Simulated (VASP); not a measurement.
# Ge (I4_1/amd) in VASP: single point with r2SCAN

Aim: the single point of Ge with r2SCAN.

Program: VASP 6.6.1. These are calculated values, not measurements. Logs are shortened: lines on timing, memory, paths and dates and some standing lists are left out, and cuts for length are marked.

## Step 1: The cell of the first run

The structure is tetragonal, space group I4_1/amd (No. 141). The conventional cell has a = 3.976 Å, b = 3.976 Å, c = 5.685 Å, α = 90.00°, β = 90.00°, γ = 90.00°. Ge (site symmetry -4m2) has 4 Ge at 2.44 Å within 3.2 Å.

## Step 2: Single point, r2SCAN, non-collinear spin, zero start, spin-orbit coupling

Input file POSCAR:

```
Ge
1.0
    0.0000000000      2.8111773000      2.8423670250
    2.8111773000      0.0000000000      2.8423670250
    2.8111773000      2.8111773000      0.0000000000
Ge
2
Direct
    0.0000000000      0.0000000000      0.0000000000
    0.2500000000      0.2500000000      0.2500000000
```

Input file INCAR.step1:

```
ALGO     = Normal         # electronic algorithm
EDIFF    = 1E-4           # SCF threshold, eV
ENCUT    = 520            # plane-wave cutoff, eV
GGA      = PE             # functional
GGA_COMPAT= F            
ISMEAR   = 0              # smearing method
LASPH    = T              # aspherical terms in the spheres
LCHARG   = F              # write CHGCAR
LREAL    = F              # projectors in reciprocal space
LSORBIT  = T              # spin-orbit coupling
LWAVE    = T              # write WAVECAR
MAGMOM   = 0 0 0 0 0 0    # initial moments
NBANDS   = 40             # bands
NELM     = 150            # most SCF steps
PREC     = Accurate       # precision mode
SIGMA    = 0.01           # smearing width, eV
```

Input file INCAR.step2:

```
ALGO     = Normal         # electronic algorithm
EDIFF    = 1E-7           # SCF threshold, eV
ENCUT    = 520            # plane-wave cutoff, eV
GGA_COMPAT= F            
ISIF     = 2              # what is computed and relaxed
ISMEAR   = 0              # smearing method
ISTART   = 1            
LASPH    = T              # aspherical terms in the spheres
LCHARG   = F              # write CHGCAR
LMIXTAU  = T            
LORBIT   = 11             # projections on sites
LORBMOM  = T            
LREAL    = F              # projectors in reciprocal space
LSORBIT  = T              # spin-orbit coupling
LWAVE    = F              # write WAVECAR
MAGMOM   = 0 0 0 0 0 0    # initial moments
METAGGA  = R2SCAN         # meta-GGA
NBANDS   = 40             # bands
NELM     = 150            # most SCF steps
PREC     = Accurate       # precision mode
SIGMA    = 0.01           # smearing width, eV
```

Input file KPOINTS:

```
k-points
0
Gamma
  10 10 10
```

Potentials or basis: VASP PAW PBE potentials, release 64 (Ge_d).

Command:

```console
cat potpaw_PBE.64/Ge_d/POTCAR > POTCAR
cp INCAR.step1 INCAR
mpirun -np 1 vasp_ncl > vasp.out
cp INCAR.step2 INCAR
mpirun -np 1 vasp_ncl > vasp.out
```

OUTCAR:

```text
EDIFF = 1E-7
   ENCUT = 520
   ISIF = 2
   ISMEAR = 0
   ISTART = 1
   LASPH = T
   LORBIT = 11
   LREAL = F
   LSORBIT = T
   METAGGA = R2SCAN
   NELM = 150
   PREC = Accurate

 ion  position               nearest neighbor table
   1  0.000  0.000  0.000-   2 2.44   2 2.44   2 2.44   2 2.44
   2  0.250  0.250  0.250-   1 2.44   1 2.44   1 2.44   1 2.44

  LATTYP: Found a body centered tetragonal cell.
 ALAT       =     3.9756050639
 C/A-ratio  =     1.4299041174

  Lattice vectors:

 A1 = (  -2.8111773000,   0.0000000000,   2.8423670250)
 A2 = (   2.8111773000,   0.0000000000,   2.8423670250)
 A3 = (   0.0000000000,   2.8111773000,  -2.8423670250)

Analysis of symmetry for initial positions (statically):
=====================================================================
 Subroutine PRICEL returns:
 Original cell was already a primitive cell.

 Routine SETGRP: Setting up the symmetry group for a
 body centered tetragonal supercell.

 Subroutine GETGRP returns: Found 16 space group operations
 (whereof  8 operations were pure point group operations)
 out of a pool of 16 trial point group operations.

The static configuration has the point symmetry D_2d.
 The point group associated with its full space group is D_4h.

Analysis of symmetry for dynamics (positions and initial velocities):
=====================================================================
 Subroutine PRICEL returns:
 Original cell was already a primitive cell.

 Routine SETGRP: Setting up the symmetry group for a
 body centered tetragonal supercell.

 Subroutine GETGRP returns: Found 16 space group operations
 (whereof  8 operations were pure point group operations)
 out of a pool of 16 trial point group operations.

The dynamic configuration has the point symmetry D_2d.
 The point group associated with its full space group is D_4h.

Analysis of structural, dynamic, and magnetic symmetry:
=====================================================================
 Subroutine PRICEL returns:
 Original cell was already a primitive cell.

 Routine SETGRP: Setting up the symmetry group for a
 body centered tetragonal supercell.

 Subroutine GETGRP returns: Found 16 space group operations
 (whereof  8 operations were pure point group operations)
 out of a pool of 16 trial point group operations.

The overall configuration has the point symmetry D_2d.
 The point group associated with its full space group is D_4h.

 Subroutine INISYM returns: Found 16 space group operations
 (whereof  8 operations are pure point group operations),
 and found     1 'primitive' translations

----------------------------------------------------------------------------------------

                                     Primitive cell

  volume of cell :      44.9248

  direct lattice vectors                    reciprocal lattice vectors
     0.000000000  2.811177300  2.842367025    -0.177861425  0.177861425  0.175909724
     2.811177300  0.000000000  2.842367025     0.177861425 -0.177861425  0.175909724
     2.811177300  2.811177300  0.000000000     0.177861425  0.177861425 -0.175909724

  length of vectors
     3.997720365  3.997720365  3.975605064     0.306942346  0.306942346  0.306942346

  position of ions in fractional coordinates (direct lattice)
     0.000000000  0.000000000  0.000000000
     0.250000000  0.250000000  0.250000000

  ion indices of the primitive-cell ions
   primitive index   ion index
                 1           1
                 2           2

----------------------------------------------------------------------------------------

 KPOINTS: k-points

Automatic generation of k-mesh.
 Grid dimensions read from file:
 generate k-points for:   10   10   10

 Generating k-lattice:

  Cartesian coordinates                     Fractional coordinates (reciprocal lattice)
    -0.017786142  0.017786142  0.017590972     0.100000000  0.000000000  0.000000000
     0.017786142 -0.017786142  0.017590972     0.000000000  0.100000000  0.000000000
     0.017786142  0.017786142 -0.017590972     0.000000000  0.000000000  0.100000000

  Length of vectors
     0.030694235  0.030694235  0.030694235

  Shift w.r.t. Gamma in fractional coordinates (k-lattice)
     0.000000000  0.000000000  0.000000000

 Subroutine IBZKPT returns following result:
[... 74 lines left out ...]
   METAGGA = R2SCAN    functional components
   LHFCALC =     F    Hartree Fock is set to
   AEXX    =    0.0000 exact exchange contribution
   IVDW    =     0    specifies the selected vdW correction
   LEPSILON=     F    determine dielectric tensor
   LRPA    =     F    only Hartree local field effects (RPA)
 Gauss-broadening in eV      SIGMA  =   0.01
  energy-cutoff  :      520.00
  volume of cell :       44.92
 maximum number of plane-waves:      2486
 NGX is ok and might be reduce to    30
   NGX = 15   NGY = 15   NGZ = 15

 number of electron      28.0000028 magnetization       0.0000000      0.0000000      0.0000000

 number of electron      28.0000028 magnetization      -0.0000000     -0.0000000      0.0000000

 number of electron      28.0000028 magnetization       0.0000000     -0.0000000      0.0000000

 Free energy of the ion-electron system (eV)
  ---------------------------------------------------
  ext. energy  EPLUGINS =         0.00000000
  ---------------------------------------------------
  free energy    TOTEN  =       -27.75520920 eV

  energy without entropy =      -27.75520920  energy(sigma->0) =      -27.75520920

 E-fermi :   5.1223     XC(G=0): -10.8601

 val. band max:        5.0051808395   @ k =   0.0000   0.0000   0.0000
 cond. band min:       5.3450466455   @ k =   0.5000   0.0000   0.0000
 fundamental gap:      0.3398658061
 Fermi energy:         5.1223120984

 k-point     1 :       0.0000    0.0000    0.0000
  band No.  band energies     occupation
      1     -20.8935      1.00000
      2     -20.8935      1.00000
      3     -20.8926      1.00000
      4     -20.8926      1.00000
      5     -20.8269      1.00000
      6     -20.8269      1.00000
[... 1021 lines left out ...]
     39      17.2128      0.00000
     40      17.2160      0.00000

 [... further k-points ...]

------------------------ aborting loop because EDIFF is reached ----------------------------------------

  FORCE on cell =-STRESS in cart. coord.  units (eV):
  Direction    XX          YY          ZZ          XY          YZ          ZX
  --------------------------------------------------------------------------------------
  -------------------------------------------------------------------------------------
  Total        0.4494979      0.4494979      0.1839439      0.0000000      0.0000000      0.0000000
  in kB       16.0306687     16.0306687      6.5600819      0.0000000      0.0000000      0.0000000
  external PRESSURE =      12.8738064 kB  Pullay stress =       0.0000000 kB

 VOLUME and BASIS-vectors are now :
 -----------------------------------------------------------------------------
  energy-cutoff  :      520.00
  volume of cell :       44.92
      direct lattice vectors                 reciprocal lattice vectors
     0.000000000  2.811177300  2.842367025    -0.177861425  0.177861425  0.175909724
     2.811177300  0.000000000  2.842367025     0.177861425 -0.177861425  0.175909724
     2.811177300  2.811177300  0.000000000     0.177861425  0.177861425 -0.175909724

 POSITION                                       TOTAL-FORCE (eV/Angst)
 -----------------------------------------------------------------------------------
      0.00000      0.00000      0.00000        -0.000000     -0.000000      0.000000
      1.40559      1.40559      1.42118         0.000000      0.000000      0.000000
 -----------------------------------------------------------------------------------
    total drift:                                0.000000      0.000000      0.000000

  FREE ENERGIE OF THE ION-ELECTRON SYSTEM (eV)
  ---------------------------------------------------
  free  energy   TOTEN  =       -27.7552091971 eV

  energy  without entropy=      -27.7552091971  energy(sigma->0) =      -27.75520920

 orbital moment (x)

 # of ion     p       d       tot
 ----------------------------------------
  1        -0.000   0.000  -0.000
  2         0.000   0.000   0.000
 ----------------------------------------
            0.000   0.000   0.000

 orbital moment (y)

 # of ion     p       d       tot
 ----------------------------------------
  1         0.000  -0.000   0.000
  2         0.000  -0.000   0.000
 ----------------------------------------
            0.000  -0.000   0.000

 orbital moment (z)

 # of ion     p       d       tot
 ----------------------------------------
  1         0.000   0.000   0.000
  2         0.000   0.000   0.000
 ----------------------------------------
            0.000   0.000   0.000

 Spin-Orbit-Coupling matrix elements

 Ion:    1  E_soc:     -0.0173688
 l=   1
     0.0000000    -0.0019675    -0.0019756
    -0.0019675     0.0000000    -0.0019675
    -0.0019756    -0.0019675     0.0000000
 l=   2
     0.0000000    -0.0001855     0.0000000    -0.0001855    -0.0007392
    -0.0001855     0.0000000    -0.0005543    -0.0001855    -0.0001847
     0.0000000    -0.0005543     0.0000000    -0.0005543     0.0000000
    -0.0001855    -0.0001855    -0.0005543     0.0000000    -0.0001847
    -0.0007392    -0.0001847     0.0000000    -0.0001847     0.0000000
 l=   3
     0.0000000     0.0000000     0.0000000     0.0000000     0.0000000     0.0000000     0.0000000
     0.0000000     0.0000000     0.0000000     0.0000000     0.0000000     0.0000000     0.0000000
     0.0000000     0.0000000     0.0000000     0.0000000     0.0000000     0.0000000     0.0000000
     0.0000000     0.0000000     0.0000000     0.0000000     0.0000000     0.0000000     0.0000000
     0.0000000     0.0000000     0.0000000     0.0000000     0.0000000     0.0000000     0.0000000
     0.0000000     0.0000000     0.0000000     0.0000000     0.0000000     0.0000000     0.0000000
     0.0000000     0.0000000     0.0000000     0.0000000     0.0000000     0.0000000     0.0000000

 Ion:    2  E_soc:     -0.0173688
 l=   1
     0.0000000    -0.0019675    -0.0019756
    -0.0019675     0.0000000    -0.0019675
    -0.0019756    -0.0019675     0.0000000
 l=   2
     0.0000000    -0.0001855     0.0000000    -0.0001855    -0.0007392
    -0.0001855     0.0000000    -0.0005543    -0.0001855    -0.0001847
     0.0000000    -0.0005543     0.0000000    -0.0005543     0.0000000
    -0.0001855    -0.0001855    -0.0005543     0.0000000    -0.0001847
    -0.0007392    -0.0001847     0.0000000    -0.0001847     0.0000000
 l=   3
     0.0000000     0.0000000     0.0000000     0.0000000     0.0000000     0.0000000     0.0000000
     0.0000000     0.0000000     0.0000000     0.0000000     0.0000000     0.0000000     0.0000000
     0.0000000     0.0000000     0.0000000     0.0000000     0.0000000     0.0000000     0.0000000
     0.0000000     0.0000000     0.0000000     0.0000000     0.0000000     0.0000000     0.0000000
     0.0000000     0.0000000     0.0000000     0.0000000     0.0000000     0.0000000     0.0000000
     0.0000000     0.0000000     0.0000000     0.0000000     0.0000000     0.0000000     0.0000000
     0.0000000     0.0000000     0.0000000     0.0000000     0.0000000     0.0000000     0.0000000

 total charge

# of ion       s       p       d       tot
------------------------------------------
    1        1.103   1.301  10.024  12.428
    2        1.103   1.301  10.024  12.428
--------------------------------------------------
tot          2.205   2.602  20.048  24.855

 magnetization (x)

# of ion       s       p       d       tot
------------------------------------------
    1       -0.000   0.000  -0.000   0.000
    2       -0.000   0.000   0.000   0.000
--------------------------------------------------
tot         -0.000   0.000  -0.000   0.000

 magnetization (y)

# of ion       s       p       d       tot
------------------------------------------
    1        0.000  -0.000   0.000  -0.000
    2        0.000  -0.000   0.000  -0.000
--------------------------------------------------
tot          0.000  -0.000   0.000  -0.000

 magnetization (z)

# of ion       s       p       d       tot
------------------------------------------
    1       -0.000   0.000  -0.000   0.000
    2        0.000   0.000   0.000   0.000
--------------------------------------------------
tot          0.000   0.000   0.000   0.000
```

Run time: 57 min. Hardware: 1 thread of Oxide Virtual Turin-like, shared host; peak memory 0.44 GiB.

What came out:

```
Free energy                                           : -27.7552 eV
Pressure                                              : 1.3 GPa
Net moment                                            : 0.00 μB per cell
Valence electrons inside the program's atomic spheres : Ge 12.43
```

Stress tensor (GPa, compression positive):
```
1.60 0.00 0.00
0.00 1.60 0.00
0.00 0.00 0.66
```

Moments on the atoms (μB; x, y, z):
```
Ge  0.00 0.00 0.00
Ge  0.00 0.00 0.00
```

Caveat: the PAW data sets were made with another functional, which shifts forces and pressure a little.
